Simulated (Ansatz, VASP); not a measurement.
**Hf: VASP beside Ansatz**

```
Hf
1.0
    -1.84110    1.80500    1.80500
     1.80500   -1.84110    1.80500
     1.80500    1.80500   -1.84110
Hf
1
Direct
  0.00000 0.00000 0.00000
```

Change from the starting cell: equal xy, yz and zx shear strains of -2 %, crystal datasets.

Alike in both runs: task electric field gradients; functional PBEsol; k mesh 16 × 16 × 16; occupations fermi-dirac, width 0.08 eV; no spin polarisation.

|  | VASP | Ansatz |
| --- | --- | --- |
| version | VASP 6.6.1 | Ansatz 0.2.0 |
| potentials or method | VASP PAW PBE potentials, release 64 (Hf_pv), cutoff 520 eV | all-electron PAW with datasets made for the crystal, scalar-relativistic |

Ansatz gave:

```
pressure (GPa)                                                : -8.8
traceless stress, the component that is largest in VASP (GPa) : 0.85
size of Vzz on the site where it differs most (V/Å²)          : 49.5
```

Problem. Estimate VASP's values.

Solution. Pressure (GPa): -9.2; traceless stress, the component that is largest in VASP (GPa): 0.84; size of Vzz on the site where it differs most (V/Å²): 48.2.

VASP's potentials were made for PBE, not for PBEsol. Ansatz ran all-electron here, and VASP with PAW potentials.

Neither program's run includes spin-orbit coupling.
